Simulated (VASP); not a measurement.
# P in VASP: a series of runs, part 2 of 2

VASP 6.6.1. The steps go on from the part before.

**3. Single point, PBE (volume scaled by 1.06)**

INCAR

```
PREC = Accurate
ENCUT = 520
EDIFF = 1E-6
ISMEAR = -1
SIGMA = 0.05
LREAL = F
LASPH = T
NELM = 60
ALGO = Normal
ISIF = 2
LWAVE = F
LCHARG = F
GGA = PE
NBANDS = 12
```

KPOINTS

```
regular mesh
0
Gamma
  9 9 9
```

POSCAR

```
P
1.0
    1.7595715195      1.0158890905      3.1910618704
   -1.7595715195      1.0158890905      3.1910618704
    0.0000000000     -2.0317781808      3.1910618704
P
2
Direct
    0.7729197500      0.7729197500      0.7729197500
    0.2270802500      0.2270802500      0.2270802500
```

Potentials or basis: VASP PAW PBE potentials, release 64 (P).

On the command line:

```bash
$ cat potpaw_PBE.64/P/POTCAR > POTCAR
$ mpirun -np 1 vasp_std > vasp.out
```

OUTCAR:

```text
PREC = Accurate
   ENCUT = 520
   EDIFF = 1E-6
   ISMEAR = -1
   LREAL = F
   LASPH = T
   NELM = 60
   ISIF = 2
   GGA = PE

 ion  position               nearest neighbor table
   1  0.773  0.773  0.773-   2 2.34   2 2.34   2 2.34   2 2.88   2 2.88   2 2.88
   2  0.227  0.227  0.227-   1 2.34   1 2.34   1 2.34   1 2.88   1 2.88   1 2.88

  LATTYP: Found a trigonal (rhomboedric) cell.
 ALAT       =     3.7829880303
 COS(alpha) =     0.5673129382

  Lattice vectors:

 A1 = (   1.7595715195,   1.0158890905,   3.1910618704)
 A2 = (  -1.7595715195,   1.0158890905,   3.1910618704)
 A3 = (   0.0000000000,  -2.0317781808,   3.1910618704)

Analysis of symmetry for initial positions (statically):
=====================================================================
 Subroutine PRICEL returns:
 Original cell was already a primitive cell.

 Routine SETGRP: Setting up the symmetry group for a
 trigonal (rhombohedral) supercell.

 Subroutine GETGRP returns: Found 12 space group operations
 (whereof 12 operations were pure point group operations)
 out of a pool of 12 trial point group operations.

The static configuration has the point symmetry D_3d.

Analysis of symmetry for dynamics (positions and initial velocities):
=====================================================================
 Subroutine PRICEL returns:
 Original cell was already a primitive cell.

 Routine SETGRP: Setting up the symmetry group for a
 trigonal (rhombohedral) supercell.

 Subroutine GETGRP returns: Found 12 space group operations
 (whereof 12 operations were pure point group operations)
 out of a pool of 12 trial point group operations.

The dynamic configuration has the point symmetry D_3d.

 Subroutine INISYM returns: Found 12 space group operations
 (whereof 12 operations are pure point group operations),
 and found     1 'primitive' translations

----------------------------------------------------------------------------------------

                                     Primitive cell

  volume of cell :      34.2247

  direct lattice vectors                    reciprocal lattice vectors
     1.759571519  1.015889090  3.191061870     0.284160089  0.164059904  0.104458436
    -1.759571519  1.015889090  3.191061870    -0.284160089  0.164059904  0.104458436
     0.000000000 -2.031778181  3.191061870     0.000000000 -0.328119808  0.104458436

  length of vectors
     3.782988030  3.782988030  3.782988030     0.344346008  0.344346008  0.344346008

  position of ions in fractional coordinates (direct lattice)
     0.772919750  0.772919750  0.772919750
     0.227080250  0.227080250  0.227080250

  ion indices of the primitive-cell ions
   primitive index   ion index
                 1           1
                 2           2

----------------------------------------------------------------------------------------

 KPOINTS: regular mesh

Automatic generation of k-mesh.
 Grid dimensions read from file:
 generate k-points for:    9    9    9

 Generating k-lattice:

  Cartesian coordinates                     Fractional coordinates (reciprocal lattice)
     0.031573343  0.018228878  0.011606493     0.111111111 -0.000000000  0.000000000
    -0.031573343  0.018228878  0.011606493    -0.000000000  0.111111111  0.000000000
     0.000000000 -0.036457756  0.011606493     0.000000000  0.000000000  0.111111111

  Length of vectors
     0.038260668  0.038260668  0.038260668

  Shift w.r.t. Gamma in fractional coordinates (k-lattice)
     0.000000000  0.000000000  0.000000000

 Subroutine IBZKPT returns following result:
 ===========================================

 Found     85 irreducible k-points:

 Following reciprocal coordinates:
            Coordinates               Weight
  0.000000  0.000000  0.000000      1.000000
  0.111111  0.000000  0.000000      6.000000
  0.222222  0.000000  0.000000      6.000000
  0.333333  0.000000  0.000000      6.000000
  0.444444  0.000000  0.000000      6.000000
  0.111111  0.111111  0.000000      6.000000
[... 16 lines left out ...]
 -0.333333  0.333333  0.000000      6.000000
  0.444444  0.444444  0.000000      6.000000
 [... further k-points ...]
   k-points           NKPTS =     85   k-points in BZ     NKDIM =     85   number of bands    NBANDS=     12
   number of dos      NEDOS =    301   number of ions     NIONS =      2
   total plane-waves  NPLWV =  21952
   dimension x,y,z NGX =    28 NGY =   28 NGZ =   28
   dimension x,y,z NGXF=    56 NGYF=   56 NGZF=   56
   ions per type =               2
   NGX,Y,Z   is equivalent  to a cutoff of  12.30, 12.30, 12.30 a.u.
   NGXF,Y,Z  is equivalent  to a cutoff of  24.61, 24.61, 24.61 a.u.
 SYSTEM =  unknown system
   PREC   = accura    normal or accurate (medium, high low for compatibility)
   ISTART =      0    job   : 0-new  1-cont  2-samecut
   ICHARG =      2    charge: 1-file 2-atom 10-const
   ISPIN  =      1    spin polarized calculation?
   LNONCOLLINEAR =      F non collinear calculations
   LSORBIT =      F    spin-orbit coupling
   LASPH  =      T    aspherical Exc in radial PAW
   ENCUT  =  520.0 eV  38.22 Ry    6.18 a.u.   7.03  7.03  7.03*2*pi/ulx,y,z
   NELM   =     60;   NELMIN=  2; NELMDL= -5     # of ELM steps
   EDIFF  = 0.1E-05   stopping-criterion for ELM
   LREAL  =      F    real-space projection
   EDIFFG = 0.1E-04   stopping-criterion for IOM
   NSW    =      0    number of steps for IOM
   IBRION =     -1    ionic relax: 0-MD 1-quasi-New 2-CG
   NFREE  =      0    steps in history (QN), initial steepest desc. (CG)
   ISIF   =      2    stress and relaxation
   ISYM   =      2    0-nonsym 1-usesym 2-fastsym
   POTIM  = 0.5000    time-step for ionic-motion
   TEBEG  =    0.0;   TEEND  =   0.0 temperature during run
   PSTRESS=    0.0 pullay stress
   NELECT =      10.0000    total number of electrons
   NUPDOWN=      -1.0000    fix difference up-down
   EMIN   =  10.00;   EMAX   =-10.00  energy-range for DOS
   EFERMI =   0.00;   METHOD = LEGACY
   ISMEAR =    -1;   SIGMA  =   0.05  broadening in eV -4-tet -1-fermi 0-gaus
   EFERMI_NEDOS =   21; number of points for ismear=-14 and -15
   IALGO  =     38    algorithm
   IMIX   =      4    mixing-type and parameters
     AMIX     =   0.40;   BMIX     =  1.00
     AMIX_MAG =   1.60;   BMIX_MAG =  1.00
  volume/ion in A,a.u.               =      17.11       115.48
  Fermi-wavevector in a.u.,A,eV,Ry     =   1.086330  2.052865 16.056397  1.180112
  Thomas-Fermi vector in A             =   2.222464
   LORBIT       =      0    0 simple, 1 ext, 2 COOP (PROOUT), +10 PAW based schemes
   GGA     = PE    functional components
   LHFCALC =     F    Hartree Fock is set to
   AEXX    =    0.0000 exact exchange contribution
   IVDW    =     0    specifies the selected vdW correction
   LEPSILON=     F    determine dielectric tensor
   LRPA    =     F    only Hartree local field effects (RPA)
 non-spin polarized calculation
  energy-cutoff  :      520.00
  volume of cell :       34.22
 maximum number of plane-waves:       939
   NGX = 15   NGY = 15   NGZ = 15

 number of electron      10.0000000 magnetization

 Free energy of the ion-electron system (eV)
  ---------------------------------------------------
  ext. energy  EPLUGINS =         0.00000000
  ---------------------------------------------------
  free energy    TOTEN  =       -10.64294874 eV

  energy without entropy =      -10.64138265  energy(sigma->0) =      -10.64216570

 E-fermi :   8.2152     XC(G=0): -10.4959

 val. band max:        8.2116220857   @ k =   0.4444   0.4444   0.4444
 cond. band min:       8.3808851653   @ k =  -0.3333   0.1111  -0.0000
 fundamental gap:      0.1692630796
 Fermi energy:         8.2151918570

 k-point     1 :       0.0000    0.0000    0.0000
  band No.  band energies     occupation
      1      -7.7622      2.00000
      2       4.1714      2.00000
      3       5.2113      2.00000
      4       5.4002      2.00000
      5       5.4002      2.00000
      6       9.5055      0.00000
      7      10.7775      0.00000
      8      10.7775      0.00000
      9      14.0204      0.00000
     10      14.0204      0.00000
     11      15.2273      0.00000
     12      15.3980      0.00000
[... 331 lines left out ...]
 k-point    24 :       0.4444    0.4444    0.0000
  band No.  band energies     occupation
      1      -4.5769      2.00000
      2      -1.3063      2.00000
      3       1.6694      2.00000
      4       3.1015      2.00000
      5       3.2270      2.00000
      6       8.6186      0.00063
      7      13.7961      0.00000
      8      15.1357      0.00000
      9      15.4986      0.00000
     10      17.0257      0.00000
     11      20.4939      0.00000
     12      20.6875      0.00000

 [... further k-points ...]
[... 5 lines left out ...]
  --------------------------------------------------------------------------------------
  -------------------------------------------------------------------------------------
  Total       -0.7447524     -0.7447524     -0.6280759      0.0000000     -0.0000000      0.0000000
  in kB      -34.8644501    -34.8644501    -29.4024179      0.0000000     -0.0000000      0.0000000
  external PRESSURE =     -33.0437727 kB  Pullay stress =       0.0000000 kB

 VOLUME and BASIS-vectors are now :
 -----------------------------------------------------------------------------
  energy-cutoff  :      520.00
  volume of cell :       34.22
      direct lattice vectors                 reciprocal lattice vectors
     1.759571519  1.015889090  3.191061870     0.284160089  0.164059904  0.104458436
    -1.759571519  1.015889090  3.191061870    -0.284160089  0.164059904  0.104458436
     0.000000000 -2.031778181  3.191061870     0.000000000 -0.328119808  0.104458436

 POSITION                                       TOTAL-FORCE (eV/Angst)
 -----------------------------------------------------------------------------------
      0.00000      0.00000      7.39930         0.000000      0.000000      0.205667
      0.00000      0.00000      2.17388         0.000000     -0.000000     -0.205667
 -----------------------------------------------------------------------------------
    total drift:                                0.000000     -0.000000     -0.000000

  FREE ENERGIE OF THE ION-ELECTRON SYSTEM (eV)
  ---------------------------------------------------
  free  energy   TOTEN  =       -10.6429487418 eV

  energy  without entropy=      -10.6413826542  energy(sigma->0) =      -10.64216570
```

Wall time 11 s (1 thread of Intel Xeon 6975P-C (Granite Rapids), shared host); peak memory 0.16 GiB.

What came out:

```
Free energy            : -10.6429 eV
Pressure               : -3.3 GPa
Largest force          : 0.206 eV/Å
Band gap on the k mesh : zero (band 5 reaches 8.62 eV, above the bottom of band 6 at 8.05 eV)
```

Forces on the atoms (eV/Å):
```
P    0.000  0.000  0.206
P    0.000  0.000 -0.206
```

Levels at points of the mesh, in eV from the Fermi level:
| k point | band 3 | band 4 | band 5 | band 6 | band 7 | band 8 |
| --- | --- | --- | --- | --- | --- | --- |
| (0.00, 0.00, 0.00) | -3.00 | -2.81 | -2.81 | 1.29 | 2.56 | 2.56 |

**4. Single point, PBE (atoms moved at random)**

INCAR

```
SYSTEM = P
PREC = Accurate
ENCUT = 520
EDIFF = 1E-6
ISMEAR = -1
SIGMA = 0.05
LREAL = .False.
LASPH = .True.
NELM = 60
ALGO = Normal
ISIF = 2
LWAVE = .False.
LCHARG = .False.
GGA = PE
NBANDS = 12
```

KPOINTS

```
Automatic mesh
0
Gamma
  9 9 9
  0 0 0
```

POSCAR

```
P
1.0
    1.7257251780      0.9963478961      3.1296800121
   -1.7257251780      0.9963478961      3.1296800121
    0.0000000000     -1.9926957921      3.1296800121
P
2
Direct
    0.7636290000      0.7712140000      0.7633900000
    0.2219640000      0.2289910000      0.2268450000
```

On the command line:

```bash
$ cat potpaw_PBE.64/P/POTCAR > POTCAR
$ mpirun -np 1 vasp_std > vasp.out
```

It took 43 s on 1 thread of Intel Xeon 6975P-C (Granite Rapids), shared host; peak memory 0.22 GiB.

It converged, with:

* Free energy: -10.6528 eV
* Pressure: -0.3 GPa
* Largest force: 0.264 eV/Å
* Band gap on the k mesh: zero (band 5 reaches 9.49 eV, above the bottom of band 6 at 8.81 eV)

Forces on the atoms (eV/Å):
```
P    0.003 -0.042  0.260
P   -0.003  0.042 -0.260
```

Stress tensor (GPa, compression positive):
```
 0.51 -0.01 -0.01
-0.01  0.40  0.16
-0.01  0.16 -1.70
```

Levels at points of the mesh, in eV from the Fermi level:
```csv
k point,band 1,band 2,band 3,band 4,band 5,band 6,band 7,band 8,band 9,band 10
"(0.00, 0.00, 0.00)",-16.38,-3.59,-3.25,-2.71,-2.64,1.69,2.82,2.93,5.67,5.76
```

Caveat: the cell differs from its parent crystal (atoms moved at random).

**5. Single point, PBEsol**

INCAR, as its differences from that of step 4:

```diff
@@ -8,3 +8,3 @@
 LASPH = .True.
-NELM = 60
+NELM = 80
 ALGO = Normal
@@ -13,3 +13,3 @@
 LCHARG = .False.
-GGA = PE
+GGA = PS
 NBANDS = 12
```

KPOINTS

```
Automatic mesh
0
Gamma
  8 8 8
  0 0 0
```

POSCAR

```
P
1.0
    1.7257251780      0.9963478961      3.1296800121
   -1.7257251780      0.9963478961      3.1296800121
    0.0000000000     -1.9926957921      3.1296800121
P
2
Direct
    0.7729197500      0.7729197500      0.7729197500
    0.2270802500      0.2270802500      0.2270802500
```

On the command line:

```bash
$ cat potpaw_PBE.64/P/POTCAR > POTCAR
$ mpirun -np 1 vasp_std > vasp.out
```

Run time: 9.9 s. Hardware: 1 thread of Intel Xeon Platinum 8559C (Emerald Rapids), shared host; peak memory 0.15 GiB.

The run converged. Its results:

```
Free energy            : -11.5614 eV
Pressure               : -1.6 GPa
Largest force          : 0.208 eV/Å
Band gap on the k mesh : zero (band 5 reaches 9.13 eV, above the bottom of band 6 at 8.66 eV)
```

Forces on the atoms (eV/Å):
```
P    0.000  0.000 -0.208
P    0.000  0.000  0.208
```

Stress tensor (GPa, compression positive):
```
-1.24  0.00  0.00
 0.00 -1.24  0.00
 0.00  0.00 -2.22
```

Levels at points of the mesh, in eV from the Fermi level:
| k point | band 2 | band 3 | band 4 | band 5 | band 6 | band 7 | band 8 | band 9 |
| --- | --- | --- | --- | --- | --- | --- | --- | --- |
| (0.00, 0.00, 0.00) | -3.63 | -3.19 | -2.93 | -2.93 | 1.26 | 2.58 | 2.58 | 5.72 |
| (0.50, 0.00, 0.00) | -11.97 | -3.89 | -3.43 | -0.74 | -0.30 | 0.08 | 0.48 | 8.69 |
| (0.50, 0.50, 0.00) | -10.11 | -6.88 | -5.47 | -5.46 | -0.06 | 6.09 | 7.44 | 8.29 |
| (0.50, 0.50, 0.50) | -10.97 | -2.85 | -2.85 | -0.19 | -0.19 | 0.06 | 2.27 | 8.55 |

Caveat: the PAW data sets were made with another functional, which shifts forces and pressure a little.

**6. The runs side by side**

```tsv
level	cell	k mesh	gap on the mesh (eV)	pressure (GPa)	largest force (eV/Å)
PBE	a = 3.710 Å, angles 55.4°, 2 atoms	9 × 9 × 9	none	-0.3	0.26
PBE	a = 3.783 Å, angles 55.4°, 2 atoms	9 × 9 × 9	none	-3.3	0.21
PBEsol	a = 3.710 Å, angles 55.4°, 2 atoms	8 × 8 × 8	none	-1.6	0.21
```

Some of these runs hold the atoms at other places in the same cell, which the table doesn't show; runs alike in all that it shows share one row.

Alike in all rows: task single point; potentials or basis VASP PAW PBE potentials, release 64 (P); no spin polarisation; cutoff (eV) 520; smearing fermi-dirac 0.05 eV.

Caveats: the PAW data sets were made with another functional, which shifts forces and pressure a little (some runs).

Total energies depend on the potentials used, so only differences within one code and one set of settings carry meaning.
